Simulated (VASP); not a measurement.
# Mn (P6_3/mmc) in VASP: further runs

Aim: see how the results for Mn move with the level of theory and the settings. Levels: LDA, PBEsol. Tasks: single point.

Program: VASP 6.6.1. These are calculated values, not measurements. Logs are shortened: lines on timing, memory, paths and dates and some standing lists are left out, and cuts for length are marked.

**1. The cell of the first run**

The structure is hexagonal, space group P6_3/mmc (No. 194). The conventional cell has a = 2.484 Å, b = 2.484 Å, c = 4.026 Å, α = 90.00°, β = 90.00°, γ = 120.00°. Within 3.3 Å of Mn (site symmetry -6m2) lie 12 Mn at 2.47 to 2.48 Å.

**2. Single point, LDA, collinear spin, ferromagnetic start**

Input file INCAR:

```
SYSTEM = Mn
ALGO = Normal
EDIFF = 1E-6
ENCUT = 520
ISIF = 2
ISMEAR = -1
ISPIN = 2
LASPH = .TRUE.
LCHARG = .FALSE.
LMAXMIX = 4
LORBIT = 11
LREAL = .FALSE.
LWAVE = .FALSE.
MAGMOM = 4 4
NBANDS = 24
NELM = 150
PREC = Accurate
SIGMA = 0.05
```

Input file KPOINTS:

```
k-points
0
G
  12 12 7
  0 0 0
```

Input file POSCAR:

```
Mn
1.0
    2.4836457705      0.0000000000      0.0000000000
   -1.2418228853      2.1509003313      0.0000000000
    0.0000000000      0.0000000000      4.0261950000
Mn
2
Direct
    0.3333333333      0.6666666667      0.2500000000
    0.6666666667      0.3333333333      0.7500000000
```

Potentials or basis: VASP PAW LDA potentials, release 64 (Mn_pv).

Command:

```bash
$ cat potpaw_LDA.64/Mn_pv/POTCAR > POTCAR
$ mpirun -np 1 vasp_std > vasp.out
```

OUTCAR:

```text
SYSTEM = Mn
   EDIFF = 1E-6
   ENCUT = 520
   ISIF = 2
   ISMEAR = -1
   ISPIN = 2
   LASPH = .TRUE.
   LORBIT = 11
   LREAL = .FALSE.
   NELM = 150
   PREC = Accurate

 ion  position               nearest neighbor table
   1  0.333  0.667  0.250-   2 2.47   2 2.47   2 2.47   2 2.47   2 2.47   2 2.47
   2  0.667  0.333  0.750-   1 2.47   1 2.47   1 2.47   1 2.47   1 2.47   1 2.47

  LATTYP: Found a hexagonal cell.
 ALAT       =     2.4836457705
 C/A-ratio  =     1.6210826229

  Lattice vectors:

 A1 = (   2.4836457705,   0.0000000000,   0.0000000000)
 A2 = (  -1.2418228853,   2.1509003313,   0.0000000000)
 A3 = (   0.0000000000,   0.0000000000,   4.0261950000)

Analysis of symmetry for initial positions (statically):
=====================================================================
 Subroutine PRICEL returns:
 Original cell was already a primitive cell.

 Routine SETGRP: Setting up the symmetry group for a
 hexagonal supercell.

 Subroutine GETGRP returns: Found 24 space group operations
 (whereof 12 operations were pure point group operations)
 out of a pool of 24 trial point group operations.

The static configuration has the point symmetry D_3d.
 The point group associated with its full space group is D_6h.

Analysis of symmetry for dynamics (positions and initial velocities):
=====================================================================
 Subroutine PRICEL returns:
 Original cell was already a primitive cell.

 Routine SETGRP: Setting up the symmetry group for a
 hexagonal supercell.

 Subroutine GETGRP returns: Found 24 space group operations
 (whereof 12 operations were pure point group operations)
 out of a pool of 24 trial point group operations.

The dynamic configuration has the point symmetry D_3d.
 The point group associated with its full space group is D_6h.

Analysis of structural, dynamic, and magnetic symmetry:
=====================================================================
 Subroutine PRICEL returns:
 Original cell was already a primitive cell.

 Routine SETGRP: Setting up the symmetry group for a
 hexagonal supercell.

 Subroutine GETGRP returns: Found 24 space group operations
 (whereof 12 operations were pure point group operations)
 out of a pool of 24 trial point group operations.

The overall configuration has the point symmetry D_3d.
 The point group associated with its full space group is D_6h.

 Subroutine INISYM returns: Found 24 space group operations
 (whereof 12 operations are pure point group operations),
 and found     1 'primitive' translations

[... 113 lines left out ...]
     AMIX     =   0.40;   BMIX     =  1.00
     AMIX_MAG =   1.60;   BMIX_MAG =  1.00
  volume/ion in A,a.u.               =      10.75        72.57
  Fermi-wavevector in a.u.,A,eV,Ry     =   1.743938  3.295565 41.379665  3.041320
  Thomas-Fermi vector in A             =   2.815914
   LORBIT       =     11    0 simple, 1 ext, 2 COOP (PROOUT), +10 PAW based schemes
   GGA     = CA    functional components
   LHFCALC =     F    Hartree Fock is set to
   AEXX    =    0.0000 exact exchange contribution
   IVDW    =     0    specifies the selected vdW correction
   LEPSILON=     F    determine dielectric tensor
   LRPA    =     F    only Hartree local field effects (RPA)
 spin polarized calculation
  energy-cutoff  :      520.00
  volume of cell :       21.51
 maximum number of plane-waves:       590
   NGX =  9   NGY =  9   NGZ = 15

 number of electron      26.0000029 magnetization       0.0016291

 number of electron      26.0000029 magnetization      -0.0003316

 Free energy of the ion-electron system (eV)
  ---------------------------------------------------
  ext. energy  EPLUGINS =         0.00000000
  ---------------------------------------------------
  free energy    TOTEN  =       -20.22231083 eV

  energy without entropy =      -20.20010278  energy(sigma->0) =      -20.21120681

 E-fermi :  10.1404     XC(G=0): -14.3651

 val. band max:       10.1389194158   @ k =   0.4167   0.1667   0.2857
 cond. band min:      10.1655476796   @ k =   0.0833   0.0833   0.0000
 fundamental gap:      0.0266282638
 Fermi energy:        10.1403750954

 spin component 1

 k-point     1 :       0.0000    0.0000    0.0000
  band No.  band energies     occupation
      1     -37.7148      1.00000
      2     -37.0341      1.00000
      3     -37.0341      1.00000
      4     -36.9276      1.00000
      5     -36.9276      1.00000
      6     -36.9206      1.00000
[... 637 lines left out ...]
     23      30.7411      0.00000
     24      33.0245      0.00000

 [... further k-points ...]

 spin component 2

 k-point     1 :       0.0000    0.0000    0.0000
  band No.  band energies     occupation
      1     -37.7149      1.00000
      2     -37.0343      1.00000
      3     -37.0343      1.00000
      4     -36.9278      1.00000
      5     -36.9278      1.00000
      6     -36.9207      1.00000
[... 637 lines left out ...]
     23      30.7410      0.00000
     24      33.0245      0.00000

 [... further k-points ...]
[... 5 lines left out ...]
  --------------------------------------------------------------------------------------
  -------------------------------------------------------------------------------------
  Total       -2.5303302     -2.5303302     -2.6761040      0.0000000      0.0000000      0.0000000
  in kB     -188.4877106   -188.4877106   -199.3465926      0.0000000      0.0000000      0.0000000
  external PRESSURE =    -192.1073380 kB  Pullay stress =       0.0000000 kB

 VOLUME and BASIS-vectors are now :
 -----------------------------------------------------------------------------
  energy-cutoff  :      520.00
  volume of cell :       21.51
      direct lattice vectors                 reciprocal lattice vectors
     2.483645770  0.000000000  0.000000000     0.402633907  0.232460795  0.000000000
    -1.241822885  2.150900331  0.000000000     0.000000000  0.464921589  0.000000000
     0.000000000  0.000000000  4.026195000     0.000000000  0.000000000  0.248373464

 POSITION                                       TOTAL-FORCE (eV/Angst)
 -----------------------------------------------------------------------------------
     -0.00000      1.43393      1.00655         0.000000     -0.000000      0.000000
      1.24182      0.71697      3.01965        -0.000000      0.000000      0.000000
 -----------------------------------------------------------------------------------
    total drift:                               -0.000000      0.000000     -0.000000

  FREE ENERGIE OF THE ION-ELECTRON SYSTEM (eV)
  ---------------------------------------------------
  free  energy   TOTEN  =       -20.2223108297 eV

  energy  without entropy=      -20.2001027804  energy(sigma->0) =      -20.21120681

 total charge

# of ion       s       p       d       tot
------------------------------------------
    1        0.427   6.396   5.173  11.996
    2        0.427   6.396   5.173  11.996
--------------------------------------------------
tot          0.854  12.793  10.346  23.992

 magnetization (x)

# of ion       s       p       d       tot
------------------------------------------
    1        0.000  -0.000  -0.000  -0.000
    2        0.000  -0.000  -0.000  -0.000
--------------------------------------------------
tot          0.000  -0.000  -0.000  -0.000
```

OSZICAR:

```text
N       E                     dE             d eps       ncg     rms          rms(c)
DAV:   1     0.248439745693E+03    0.24844E+03   -0.14926E+04  7440   0.156E+03
DAV:   2    -0.100072279346E+02   -0.25845E+03   -0.24650E+03  7392   0.401E+02
DAV:   3    -0.200937188143E+02   -0.10086E+02   -0.10030E+02  8152   0.897E+01
DAV:   4    -0.201763879039E+02   -0.82669E-01   -0.82664E-01  8152   0.802E+00
DAV:   5    -0.201776185514E+02   -0.12306E-02   -0.12306E-02  8288   0.100E+00    0.275E+01
DAV:   6    -0.198108400752E+02    0.36678E+00   -0.72530E+00  7664   0.377E+01    0.669E+00
DAV:   7    -0.201494825320E+02   -0.33864E+00   -0.24209E-01  7928   0.504E+00    0.486E+00
DAV:   8    -0.202055294681E+02   -0.56047E-01   -0.11901E-02  8320   0.141E+00    0.185E+00
DAV:   9    -0.202218753264E+02   -0.16346E-01   -0.14871E-02  8376   0.138E+00    0.498E-01
DAV:  10    -0.202222859762E+02   -0.41065E-03   -0.30305E-03  8208   0.685E-01    0.176E-01
DAV:  11    -0.202223206060E+02   -0.34630E-04   -0.71853E-05  7992   0.885E-02    0.803E-02
DAV:  12    -0.202223095527E+02    0.11053E-04   -0.12855E-05  8352   0.401E-02    0.134E-02
DAV:  13    -0.202223108338E+02   -0.12811E-05   -0.23260E-06  6848   0.171E-02    0.460E-03
DAV:  14    -0.202223108297E+02    0.40950E-08   -0.26331E-07  3776   0.505E-03
   1 F= -.20222311E+02 E0= -.20211207E+02  d E =-.222080E-01  mag=     0.0001
```

stdout:

```text
POSCAR found type information on POSCAR Mn
 POSCAR found :  1 types and       2 ions
 scaLAPACK will be used
 LDA part: xc-table for (Slater(with rela. corr.)+CA(PZ))
 , standard interpolation
 POSCAR, INCAR and KPOINTS ok, starting setup
 FFT: planning ... GRIDC
 FFT: planning ... GRID_SOFT
 FFT: planning ... GRID
 WAVECAR not read
 entering main loop
```

Run time: 25 s. Hardware: 1 thread of Intel Xeon 6975P-C (Granite Rapids), shared host; peak memory 0.16 GiB.

What came out:

- Free energy: -20.2223 eV
- Pressure: -19.2 GPa
- Band gap on the k mesh: zero (filled and empty bands overlap)
- Net moment: 0.00 μB per cell
- Valence electrons inside the program's atomic spheres: Mn 12.00

Caveat: the starting moments collapsed, and a magnetic state may lie lower.

**3. Single point, LDA, collinear spin, ferromagnetic start**

This run uses another cell than the first one, of 10.97 Å³/atom, 1.020 times its volume.

Input file INCAR:

```
SYSTEM = Mn
PREC     = Accurate       ! precision mode
ENCUT    = 520            ! plane-wave cutoff, eV
EDIFF    = 1E-6           ! SCF threshold, eV
ISMEAR   = -1             ! smearing method
SIGMA    = 0.05           ! smearing width, eV
LREAL    = .False.        ! projectors in reciprocal space
LASPH    = .True.         ! aspherical terms in the spheres
NELM     = 150            ! most SCF steps
ALGO     = Normal         ! electronic algorithm
ISIF     = 2              ! what is computed and relaxed
LWAVE    = .False.        ! write WAVECAR
LCHARG   = .False.        ! write CHGCAR
ISPIN    = 2              ! spin polarisation
MAGMOM   = 4 4            ! initial moments
LORBIT   = 11             ! projections on sites
LMAXMIX  = 4              ! l up to which the mixer works
GGA      = CA             ! functional
NBANDS   = 24             ! bands
```

Input file KPOINTS:

```
regular mesh
0
Gamma
  12 12 7
  0 0 0
```

Input file POSCAR:

```
Mn
1.0
    2.5000942351      0.0000000000      0.0000000000
   -1.2500471176      2.1651451195      0.0000000000
    0.0000000000      0.0000000000      4.0528593201
Mn
2
Direct
    0.3333333333      0.6666666667      0.2500000000
    0.6666666667      0.3333333333      0.7500000000
```

Potentials or basis: VASP PAW LDA potentials, release 64 (Mn_pv).

Command:

```bash
$ cat potpaw_LDA.64/Mn_pv/POTCAR > POTCAR
$ mpirun -np 1 vasp_std > vasp.out
```

Wall time 29 s (1 thread of Intel Xeon 6975P-C (Granite Rapids), shared host); peak memory 0.16 GiB.

It converged, with:

```
Free energy                                           : -20.1647 eV
Pressure                                              : -23.8 GPa
Band gap on the k mesh                                : zero (filled and empty bands overlap)
Net moment                                            : 0.00 μB per cell
Valence electrons inside the program's atomic spheres : Mn 11.96
```

Stress tensor (GPa, compression positive):
```
-23.47   0.00   0.00
  0.00 -23.47   0.00
  0.00   0.00 -24.56
```

Levels at points of the mesh, in eV from the Fermi level:
Spin up:
```csv
k point,band 9,band 10,band 11,band 12,band 13,band 14,band 15,band 16,band 17,band 18
"(0.00, 0.00, 0.00)",-0.95,-0.92,-0.92,-0.47,-0.47,0.05,0.05,0.79,1.56,1.56
"(0.50, 0.00, 0.00)",-3.56,-1.26,-1.12,-0.91,-0.41,1.77,1.90,1.98,3.53,5.58
```
Spin down:
```tsv
k point	band 10	band 11	band 12	band 13	band 14	band 15	band 16	band 17
(0.00, 0.00, 0.00)	-0.92	-0.92	-0.47	-0.47	0.05	0.05	0.79	1.56
(0.50, 0.00, 0.00)	-1.26	-1.12	-0.91	-0.41	1.77	1.90	1.98	3.53
```

Caveat: the starting moments collapsed, and a magnetic state may lie lower.

**4. Single point, PBEsol, collinear spin, ferromagnetic start**

This run uses another cell than the first one, of 10.97 Å³/atom, 1.020 times its volume.

Input file INCAR:

```
PREC = Accurate ; ENCUT = 520
EDIFF = 1E-7 ; ISMEAR = -1
SIGMA = 0.05 ; LREAL = F
LASPH = T ; NELM = 150
ALGO = Normal ; ISIF = 2
LWAVE = F ; LCHARG = F
ISPIN = 2 ; MAGMOM = 4 4
LORBIT = 11 ; LMAXMIX = 4
GGA = PS ; NBANDS = 24
```

Input file KPOINTS:

```
Automatic mesh
0
Gamma
  12 12 7
```

POSCAR is that of step 3.

Potentials or basis: VASP PAW PBE potentials, release 64 (Mn_pv).

Command:

```bash
$ cat potpaw_PBE.64/Mn_pv/POTCAR > POTCAR
$ mpirun -np 1 vasp_std > vasp.out
```

OUTCAR:

```text
PREC = Accurate
   ENCUT = 520
   EDIFF = 1E-7
   ISMEAR = -1
   LREAL = F
   LASPH = T
   NELM = 150
   ISIF = 2
   ISPIN = 2
   LORBIT = 11
   GGA = PS

 ion  position               nearest neighbor table
   1  0.333  0.667  0.250-   2 2.49   2 2.49   2 2.49   2 2.49   2 2.49   2 2.49
   2  0.667  0.333  0.750-   1 2.49   1 2.49   1 2.49   1 2.49   1 2.49   1 2.49

  LATTYP: Found a hexagonal cell.
 ALAT       =     2.5000942351
 C/A-ratio  =     1.6210826229

  Lattice vectors:

 A1 = (   2.5000942351,   0.0000000000,   0.0000000000)
 A2 = (  -1.2500471176,   2.1651451195,   0.0000000000)
 A3 = (   0.0000000000,   0.0000000000,   4.0528593201)

Analysis of symmetry for initial positions (statically):
=====================================================================
 Subroutine PRICEL returns:
 Original cell was already a primitive cell.

 Routine SETGRP: Setting up the symmetry group for a
 hexagonal supercell.

[... 849 lines left out ...]
      2     -37.5586      1.00000
      3     -37.5586      1.00000
      4     -37.4603      1.00000
      5     -37.4603      1.00000
      6     -37.4528      1.00000
[... 637 lines left out ...]
     23      30.1761      0.00000
     24      32.5023      0.00000

 [... further k-points ...]

------------------------ aborting loop because EDIFF is reached ----------------------------------------

  FORCE on cell =-STRESS in cart. coord.  units (eV):
  Direction    XX          YY          ZZ          XY          YZ          ZX
  --------------------------------------------------------------------------------------
  -------------------------------------------------------------------------------------
  Total       -2.2263485     -2.2263485     -2.3076757      0.0000000     -0.0000000     -0.0000000
  in kB     -162.5918615   -162.5918615   -168.5312507      0.0000000     -0.0000000     -0.0000000
  external PRESSURE =    -164.5716579 kB  Pullay stress =       0.0000000 kB

 VOLUME and BASIS-vectors are now :
 -----------------------------------------------------------------------------
  energy-cutoff  :      520.00
  volume of cell :       21.94
      direct lattice vectors                 reciprocal lattice vectors
     2.500094235  0.000000000  0.000000000     0.399984923  0.230931403  0.000000000
    -1.250047118  2.165145119  0.000000000     0.000000000  0.461862806  0.000000000
     0.000000000  0.000000000  4.052859320     0.000000000  0.000000000  0.246739381

 POSITION                                       TOTAL-FORCE (eV/Angst)
 -----------------------------------------------------------------------------------
     -0.00000      1.44343      1.01321        -0.000000      0.000000      0.000000
      1.25005      0.72172      3.03964         0.000000     -0.000000      0.000000
 -----------------------------------------------------------------------------------
    total drift:                               -0.000000      0.000000     -0.000000

  FREE ENERGIE OF THE ION-ELECTRON SYSTEM (eV)
  ---------------------------------------------------
  free  energy   TOTEN  =       -19.3551460843 eV

  energy  without entropy=      -19.3324171512  energy(sigma->0) =      -19.34378162

 total charge

# of ion       s       p       d       tot
------------------------------------------
    1        0.421   6.392   5.136  11.949
    2        0.421   6.392   5.136  11.949
--------------------------------------------------
tot          0.843  12.784  10.272  23.899

 magnetization (x)

# of ion       s       p       d       tot
------------------------------------------
    1        0.000   0.000   0.000   0.000
    2        0.000   0.000   0.000   0.000
--------------------------------------------------
tot          0.000   0.000   0.000   0.000
```

Run time: 34 s. Hardware: 1 thread of Intel Xeon 6975P-C (Granite Rapids), shared host; peak memory 0.18 GiB.

What came out:

```yaml
Free_energy: -19.3551 eV
Pressure: -16.5 GPa
Band_gap_on_the_k_mesh: zero (filled and empty bands overlap)
Net_moment: 0.00 μB per cell
Valence_electrons_inside_the_program's_atomic_spheres: Mn 11.95
```

Caveat: the starting moments collapsed, and a magnetic state may lie lower; the PAW data sets were made with another functional, which shifts forces and pressure a little.
